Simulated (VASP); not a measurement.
Here is a VASP 6.6.1 calculation.

Contents of INCAR:

```
PREC = Accurate ; ENCUT = 520
EDIFF = 1E-6 ; ISMEAR = 0
SIGMA = 0.1 ; LREAL = F
LASPH = T ; NELM = 100
ALGO = Normal ; ISIF = 2
LWAVE = F ; LCHARG = T
GGA = PS ; LELF = T
LVHAR = T ; NBANDS = 11
```

The input KPOINTS:

```
Automatic mesh
0
Gamma
  24 24 24
```

The input POSCAR:

```
Pt
1.0
   -1.5607888984      1.5607888984      1.5607888984
    1.5607888984     -1.5607888984      1.5607888984
    1.5607888984      1.5607888984     -1.5607888984
Pt
1
Direct
    0.0000000000      0.0000000000      0.0000000000
```

Potentials or basis: VASP PAW PBE potentials, release 64 (Pt).

The run is started by

```bash
$ cat potpaw_PBE.64/Pt/POTCAR > POTCAR
$ mpirun -np 1 vasp_std > vasp.out
```

**Question.** Predict the pressure.

**Answer.** -0.4 GPa.

**Question.** Predict the band gap on the k mesh.

**Answer.** Zero (band 5 reaches 11.81 eV, above the bottom of band 6 at 9.50 eV).

Caveat: the PAW data sets were made with another functional, which shifts forces and pressure a little; spin-orbit coupling is left out, which moves the levels of the heavy elements.
